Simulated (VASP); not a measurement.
# Li5NbO5 (C2/m) in VASP: further runs

Li5NbO5 is run at these levels: PBEsol; tasks: single point.

All numbers are computed with VASP 6.6.1; they aren't measurements. Logs are shortened: lines on timing, memory, paths and dates and some standing lists are left out, and cuts for length are marked.

**1. The cell of the first run**

Symmetry: C2/m, No. 12, monoclinic system. Conventional cell: a = 9.377 Å, b = 3.962 Å, c = 5.651 Å, α = 90.00°, β = 108.73°, γ = 90.00°. Li (site symmetry m) has 5 O at 1.88 to 2.25 Å within 2.5 Å. Li (site symmetry m) has 5 O at 1.94 to 2.16 Å and 5 Li at 2.58 to 2.69 Å and 1 Nb at 2.77 Å within 2.8 Å. Within 2.5 Å of Li (site symmetry 2/m) lie 4 O at 1.92 to 2.05 Å. Nb (site symmetry 2/m) has 6 O at 1.96 to 1.98 Å within 2.6 Å. O (site symmetry m) has 5 Li at 1.88 to 2.01 Å and 1 Nb at 1.96 Å within 2.5 Å. Within 2.5 Å of O (site symmetry m) lie 5 Li at 1.90 to 2.05 Å and 1 Nb at 1.96 Å. Within 2.6 Å of O (site symmetry 2/m) lie 2 Nb at 1.98 Å and 4 Li at 2.16 to 2.25 Å.

**2. Single point, PBEsol (9.04 Å³/atom)**

INCAR

```
PREC = Accurate
ENCUT = 520
EDIFF = 1E-6
ISMEAR = 0
SIGMA = 0.02
LREAL = F
LASPH = T
NELM = 60
ALGO = Normal
ISIF = 2
LWAVE = F
LCHARG = T
GGA = PS
LELF = T
LVHAR = T
NBANDS = 40
```

KPOINTS

```
regular mesh
0
Gamma
  6 6 4
```

POSCAR

```
Li5NbO5
1.0
    4.6882567009     -1.9811933942     -0.0013148778
    4.6882567009      1.9811933942     -0.0013148778
   -1.8130566290      0.0000000000      5.3525711360
Li Nb O
5 1 5
Direct
    0.7060812530      0.7060812530      0.3419451418
    0.6882149333      0.6882149333      0.8574838242
    0.0000000000      0.0000000000      0.5000000000
    0.3117850667      0.3117850667      0.1425161758
    0.2939187470      0.2939187470      0.6580548582
    0.0000000000      0.0000000000      0.0000000000
    0.8503154547      0.8503154547      0.1751286183
    0.8402966462      0.8402966462      0.6761649754
    0.5000000000      0.5000000000      0.0000000000
    0.1597033538      0.1597033538      0.3238350246
    0.1496845453      0.1496845453      0.8248713817
```

Potentials or basis: VASP PAW PBE potentials, release 64 (Li_sv, Nb_sv, O).

Started as:

```sh
$ cat potpaw_PBE.64/Li_sv/POTCAR potpaw_PBE.64/Nb_sv/POTCAR potpaw_PBE.64/O/POTCAR > POTCAR
$ mpirun -np 1 vasp_std > vasp.out
```

OUTCAR:

```text
PREC = Accurate
   ENCUT = 520
   EDIFF = 1E-6
   ISMEAR = 0
   LREAL = F
   LASPH = T
   NELM = 60
   ISIF = 2
   GGA = PS

 ion  position               nearest neighbor table
   1  0.706  0.706  0.342-   7 1.88   8 1.90  10 2.02  10 2.02   9 2.25
   2  0.688  0.688  0.857-   7 1.94   8 2.01  11 2.01  11 2.01   9 2.16   4 2.58   4 2.58   6 2.77

   3  0.000  0.000  0.500-   7 1.92  11 1.92  10 2.05   8 2.05   6 2.83   6 2.83
   4  0.312  0.312  0.143-  11 1.94  10 2.01   7 2.01   7 2.01   9 2.16   2 2.58   2 2.58   6 2.77

   5  0.294  0.294  0.658-  11 1.88  10 1.90   8 2.02   8 2.02   9 2.25
   6  0.000  0.000  0.000-   8 1.96  10 1.96   7 1.96  11 1.96   9 1.98   9 1.98   2 2.77   4 2.77
                             3 2.83   3 2.83
   7  0.850  0.850  0.175-   1 1.88   3 1.92   2 1.94   6 1.96   4 2.01   4 2.01
   8  0.840  0.840  0.676-   1 1.90   6 1.96   2 2.01   5 2.02   5 2.02   3 2.05
   9  0.500  0.500  0.000-   6 1.98   6 1.98   2 2.16   4 2.16   1 2.25   5 2.25
  10  0.160  0.160  0.324-   5 1.90   6 1.96   4 2.01   1 2.02   1 2.02   3 2.05
  11  0.150  0.150  0.825-   5 1.88   3 1.92   4 1.94   6 1.96   2 2.01   2 2.01

  LATTYP: Found a base centered monoclinic cell.
 ALAT       =     9.3765137706
 B/A-ratio  =     0.4225863562
 C/A-ratio  =     0.6027080187
 COS(beta)  =    -0.3210867833

  Lattice vectors:

 A1 = (   4.6882567009,  -1.9811933942,  -0.0013148778)
 A2 = (   4.6882567009,   1.9811933942,  -0.0013148778)
 A3 = (  -1.8130566290,   0.0000000000,   5.3525711360)

Analysis of symmetry for initial positions (statically):
=====================================================================
 Subroutine PRICEL returns:
 Original cell was already a primitive cell.

 Routine SETGRP: Setting up the symmetry group for a
 base centered monoclinic supercell.

 Subroutine GETGRP returns: Found  4 space group operations
 (whereof  4 operations were pure point group operations)
 out of a pool of  4 trial point group operations.

The static configuration has the point symmetry C_2h.

Analysis of symmetry for dynamics (positions and initial velocities):
=====================================================================
 Subroutine PRICEL returns:
 Original cell was already a primitive cell.

 Routine SETGRP: Setting up the symmetry group for a
 base centered monoclinic supercell.

 Subroutine GETGRP returns: Found  4 space group operations
 (whereof  4 operations were pure point group operations)
 out of a pool of  4 trial point group operations.

The dynamic configuration has the point symmetry C_2h.

 Subroutine INISYM returns: Found  4 space group operations
 (whereof  4 operations are pure point group operations),
 and found     1 'primitive' translations

----------------------------------------------------------------------------------------

                                     Primitive cell

  volume of cell :      99.4236

  direct lattice vectors                    reciprocal lattice vectors
     4.688256701 -1.981193394 -0.001314878     0.106659583 -0.252373141  0.036128406
     4.688256701  1.981193394 -0.001314878     0.106659583  0.252373141  0.036128406
    -1.813056629  0.000000000  5.352571136     0.000052403  0.000000000  0.186843852

  length of vectors
     5.089683673  5.089683673  5.651300037     0.276357976  0.276357976  0.186843859

  position of ions in fractional coordinates (direct lattice)
     0.706081253  0.706081253  0.341945142
     0.688214933  0.688214933  0.857483824
     0.000000000  0.000000000  0.500000000
     0.311785067  0.311785067  0.142516176
     0.293918747  0.293918747  0.658054858
     0.000000000  0.000000000  0.000000000
     0.850315455  0.850315455  0.175128618
     0.840296646  0.840296646  0.676164975
     0.500000000  0.500000000  0.000000000
     0.159703354  0.159703354  0.323835025
     0.149684545  0.149684545  0.824871382

  ion indices of the primitive-cell ions
   primitive index   ion index
                 1           1
                 2           2
                 3           3
                 4           4
                 5           5
                 6           6
                 7           7
                 8           8
                 9           9
                10          10
                11          11

----------------------------------------------------------------------------------------

 KPOINTS: regular mesh

Automatic generation of k-mesh.
 Grid dimensions read from file:
 generate k-points for:    6    6    4

 Generating k-lattice:

  Cartesian coordinates                     Fractional coordinates (reciprocal lattice)
     0.017776597 -0.042062190  0.006021401     0.166666667  0.000000000  0.000000000
     0.017776597  0.042062190  0.006021401     0.000000000  0.166666667  0.000000000
     0.000013101  0.000000000  0.046710963     0.000000000  0.000000000  0.250000000

  Length of vectors
     0.046059663  0.046059663  0.046710965

  Shift w.r.t. Gamma in fractional coordinates (k-lattice)
     0.000000000  0.000000000  0.000000000

 Subroutine IBZKPT returns following result:
 ===========================================

 Found     47 irreducible k-points:

 Following reciprocal coordinates:
            Coordinates               Weight
  0.000000  0.000000  0.000000      1.000000
  0.166667  0.000000  0.000000      4.000000
  0.333333  0.000000  0.000000      4.000000
  0.500000  0.000000  0.000000      2.000000
  0.166667  0.166667  0.000000      2.000000
  0.333333  0.166667  0.000000      4.000000
[... 16 lines left out ...]
 -0.333333  0.166667  0.250000      4.000000
 -0.166667  0.166667  0.250000      4.000000
 [... further k-points ...]
   k-points           NKPTS =     47   k-points in BZ     NKDIM =     47   number of bands    NBANDS=     40
   number of dos      NEDOS =    301   number of ions     NIONS =     11
   total plane-waves  NPLWV =  67200
   dimension x,y,z NGX =    40 NGY =   40 NGZ =   42
   dimension x,y,z NGXF=    80 NGYF=   80 NGZF=   84
   ions per type =               5   1   5
   NGX,Y,Z   is equivalent  to a cutoff of  13.07, 13.07, 12.36 a.u.
   NGXF,Y,Z  is equivalent  to a cutoff of  26.13, 26.13, 24.71 a.u.
 SYSTEM =  unknown system
   PREC   = accura    normal or accurate (medium, high low for compatibility)
   ISTART =      0    job   : 0-new  1-cont  2-samecut
   ICHARG =      2    charge: 1-file 2-atom 10-const
   ISPIN  =      1    spin polarized calculation?
   LNONCOLLINEAR =      F non collinear calculations
   LSORBIT =      F    spin-orbit coupling
   LASPH  =      T    aspherical Exc in radial PAW
   ENCUT  =  520.0 eV  38.22 Ry    6.18 a.u.   9.46  9.46 10.51*2*pi/ulx,y,z
   NELM   =     60;   NELMIN=  2; NELMDL= -5     # of ELM steps
   EDIFF  = 0.1E-05   stopping-criterion for ELM
   LREAL  =      F    real-space projection
   EDIFFG = 0.1E-04   stopping-criterion for IOM
   NSW    =      0    number of steps for IOM
   IBRION =     -1    ionic relax: 0-MD 1-quasi-New 2-CG
   NFREE  =      0    steps in history (QN), initial steepest desc. (CG)
   ISIF   =      2    stress and relaxation
   ISYM   =      2    0-nonsym 1-usesym 2-fastsym
   POTIM  = 0.5000    time-step for ionic-motion
   TEBEG  =    0.0;   TEEND  =   0.0 temperature during run
   PSTRESS=    0.0 pullay stress
   NELECT =      58.0000    total number of electrons
   NUPDOWN=      -1.0000    fix difference up-down
   EMIN   =  10.00;   EMAX   =-10.00  energy-range for DOS
   EFERMI =   0.00;   METHOD = LEGACY
   ISMEAR =     0;   SIGMA  =   0.02  broadening in eV -4-tet -1-fermi 0-gaus
   EFERMI_NEDOS =   21; number of points for ismear=-14 and -15
   IALGO  =     38    algorithm
   IMIX   =      4    mixing-type and parameters
     AMIX     =   0.40;   BMIX     =  1.00
     AMIX_MAG =   1.60;   BMIX_MAG =  1.00
  volume/ion in A,a.u.               =       9.04        60.99
  Fermi-wavevector in a.u.,A,eV,Ry     =   1.367900  2.584956 25.458547  1.871150
  Thomas-Fermi vector in A             =   2.493912
   LORBIT       =      0    0 simple, 1 ext, 2 COOP (PROOUT), +10 PAW based schemes
   GGA     = PS    functional components
   LHFCALC =     F    Hartree Fock is set to
   AEXX    =    0.0000 exact exchange contribution
   IVDW    =     0    specifies the selected vdW correction
   LEPSILON=     F    determine dielectric tensor
   LRPA    =     F    only Hartree local field effects (RPA)
 non-spin polarized calculation
 Gauss-broadening in eV      SIGMA  =   0.02
  energy-cutoff  :      520.00
  volume of cell :       99.42
 maximum number of plane-waves:      2694
 NGX is ok and might be reduce to    40
   NGX = 19   NGY = 19   NGZ = 21

 number of electron      57.9999996 magnetization

 Free energy of the ion-electron system (eV)
  ---------------------------------------------------
  ext. energy  EPLUGINS =         0.00000000
  ---------------------------------------------------
  free energy    TOTEN  =       -72.25125676 eV

  energy without entropy =      -72.25125676  energy(sigma->0) =      -72.25125676

 E-fermi :   3.1441     XC(G=0): -10.5137

 val. band max:        3.0451243256   @ k =   0.0000   0.0000   0.0000
 cond. band min:       6.1975286053   @ k =   0.0000   0.0000   0.0000
 fundamental gap:      3.1524042796
 Fermi energy:         3.1440909111

 k-point     1 :       0.0000    0.0000    0.0000
  band No.  band energies     occupation
      1     -51.1221      2.00000
      2     -39.3720      2.00000
      3     -39.1700      2.00000
      4     -39.1202      2.00000
      5     -38.7286      2.00000
      6     -38.6887      2.00000
[... 32 lines left out ...]
     39      13.5551      0.00000
     40      14.8748      0.00000

 k-point     2 :       0.1667    0.0000    0.0000
  band No.  band energies     occupation
      1     -51.1213      2.00000
      2     -39.3717      2.00000
      3     -39.1664      2.00000
      4     -39.1231      2.00000
      5     -38.7260      2.00000
      6     -38.6914      2.00000
[... 935 lines left out ...]
     39      14.0711      0.00000
     40      14.1302      0.00000

 k-point    24 :      -0.1667    0.1667    0.2500
  band No.  band energies     occupation
      1     -51.1197      2.00000
      2     -39.3714      2.00000
      3     -39.1563      2.00000
      4     -39.1314      2.00000
      5     -38.7192      2.00000
      6     -38.6986      2.00000
[... 32 lines left out ...]
     39      13.9873      0.00000
     40      14.2111      0.00000

 [... further k-points ...]
[... 5 lines left out ...]
  --------------------------------------------------------------------------------------
  -------------------------------------------------------------------------------------
  Total        4.4014502      4.3424798      4.4491194      0.0000000      0.0000000      0.0324301
  in kB       70.9278739     69.9775852     71.6960462      0.0000000      0.0000000      0.5225997
  external PRESSURE =      70.8671684 kB  Pullay stress =       0.0000000 kB

 VOLUME and BASIS-vectors are now :
 -----------------------------------------------------------------------------
  energy-cutoff  :      520.00
  volume of cell :       99.42
      direct lattice vectors                 reciprocal lattice vectors
     4.688256701 -1.981193394 -0.001314878     0.106659583 -0.252373141  0.036128406
     4.688256701  1.981193394 -0.001314878     0.106659583  0.252373141  0.036128406
    -1.813056629  0.000000000  5.352571136     0.000052403  0.000000000  0.186843852

 POSITION                                       TOTAL-FORCE (eV/Angst)
 -----------------------------------------------------------------------------------
      6.00061      0.00000      1.82843        -0.030394     -0.000000      0.000932
      4.89839      0.00000      4.58793        -0.018482     -0.000000     -0.020572
     -0.90653      0.00000      2.67629         0.000000     -0.000000      0.000000
      2.66507      0.00000      0.76201         0.018482     -0.000000      0.020572
      1.56284      0.00000      3.52151         0.030394     -0.000000     -0.000932
      0.00000      0.00000      0.00000         0.000000      0.000000      0.000000
      7.65548      0.00000      0.93515         0.032557     -0.000000     -0.021048
      6.65313      0.00000      3.61701         0.015659     -0.000000      0.029450
      4.68826      0.00000     -0.00131         0.000000     -0.000000      0.000000
      0.91033      0.00000      1.73293        -0.015659     -0.000000     -0.029450
     -0.09202      0.00000      4.41479        -0.032557     -0.000000      0.021048
 -----------------------------------------------------------------------------------
    total drift:                                0.000000      0.000000     -0.000000

  FREE ENERGIE OF THE ION-ELECTRON SYSTEM (eV)
  ---------------------------------------------------
  free  energy   TOTEN  =       -72.2512567632 eV

  energy  without entropy=      -72.2512567632  energy(sigma->0) =      -72.25125676
```

Run time: 4.2 min. Hardware: 1 thread of Intel Xeon Platinum 8488C (Sapphire Rapids), shared host; peak memory 0.33 GiB.

What came out:

| Property | Result |
| --- | --- |
| Free energy | -72.2513 eV |
| Largest force | 0.039 eV/Å |
| Band gap on the k mesh | 3.15 eV |

Forces in eV/Å, atoms in the order of the input:
```
Li  -0.030  0.000  0.001
Li  -0.018  0.000 -0.021
Li   0.000  0.000  0.000
Li   0.018  0.000  0.021
Li   0.030  0.000 -0.001
Nb   0.000  0.000  0.000
O    0.033  0.000 -0.021
O    0.016  0.000  0.029
O    0.000  0.000  0.000
O   -0.016  0.000 -0.029
O   -0.033  0.000  0.021
```

Levels at points of the mesh, in eV from the valence-band top:
```
           k point  band 25  band 26  band 27  band 28  band 29  band 30  band 31  band 32  band 33  band 34
(0.00, 0.00, 0.00)    -1.24    -0.62    -0.37    -0.15     0.00     3.15     3.56     4.48     4.73     6.78
(0.50, 0.00, 0.00)    -0.74    -0.44    -0.34    -0.23    -0.16     4.30     4.88     5.02     5.24     8.76
(0.50, 0.50, 0.00)    -1.32    -1.28    -1.24    -0.57    -0.13     3.26     3.64     3.75     5.56     6.87
(0.00, 0.00, 0.50)    -1.30    -1.29    -0.92    -0.71    -0.25     3.49     3.75     4.66     5.57     6.82
(0.50, 0.00, 0.50)    -0.99    -0.81    -0.50    -0.49    -0.31     4.52     4.98     5.18     5.65     8.97
(0.50, 0.50, 0.50)    -1.30    -0.79    -0.67    -0.59    -0.23     3.18     3.39     4.56     6.16     6.70
```

Caveat: the cutoff is under 1.25 times the usual one of these potentials, so pressure, stress and relaxed cells hold a basis-set (Pulay) error; the PAW data sets were made with another functional, which shifts forces and pressure a little.

(Part 1 of 2 ends here.)
